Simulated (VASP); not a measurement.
AlSn:

```
Al Sn
1.0
     0.00000    3.52862    3.52862
     3.52862    0.00000    3.52862
     3.52862    3.52862    0.00000
Al Sn
2 2
Cartesian
  0.0000 0.0000 0.0000
  1.7643 1.7643 1.7643
  5.2929 5.2929 5.2929
  3.5286 3.5286 3.5286
```

The cell was built from a structure type or drawn by symmetry, and may not be a known phase.

- Program: VASP 6.6.1
- Task: relaxation of cell and atoms
- Functional: PBE
- Potentials or basis: VASP PAW PBE potentials, release 64 (Al, Sn_d)
- Cutoff: 600 eV
- k mesh: 4 × 4 × 4
- Occupations: gaussian, width 0.1 eV
- Spin: no spin polarisation

At the start: pressure 5.0 GPa; volume 21.97 Å³/atom.

Question: Where does the relaxation end?

Answer: Over 3 steps the energy falls by 26.0 meV/atom and the volume is 23.75 Å³/atom (+8.1 %); space group Fd-3m (No. 227, to 0.1 Å) before and after.

Step by step:
| step | energy change (eV) | largest force (eV/Å) | pressure (GPa) | volume (Å³) |
| --- | --- | --- | --- | --- |
| 1 | 0.0000 | 0.0000 | 5.02 | 87.87 |
| 2 | -0.0982 | 0.0000 | -1.00 | 96.91 |
| 3 | -0.1041 | 0.0000 | 0.03 | 95.01 |

Final structure:
```yaml
crystal:
  lattice:
    - [0.00000, 3.62167, 3.62167]
    - [3.62167, 0.00000, 3.62167]
    - [3.62167, 3.62167, 0.00000]
  atoms:
    - { symbol: Al, position: [0.00000, 0.00000, 0.00000] }
    - { symbol: Al, position: [0.25000, 0.25000, 0.25000] }
    - { symbol: Sn, position: [0.75000, 0.75000, 0.75000] }
    - { symbol: Sn, position: [0.50000, 0.50000, 0.50000] }
```

Caveat: the k points lie up to 0.38 Å⁻¹ apart in the final cell, too coarse for converged energies and pressures of a metal.
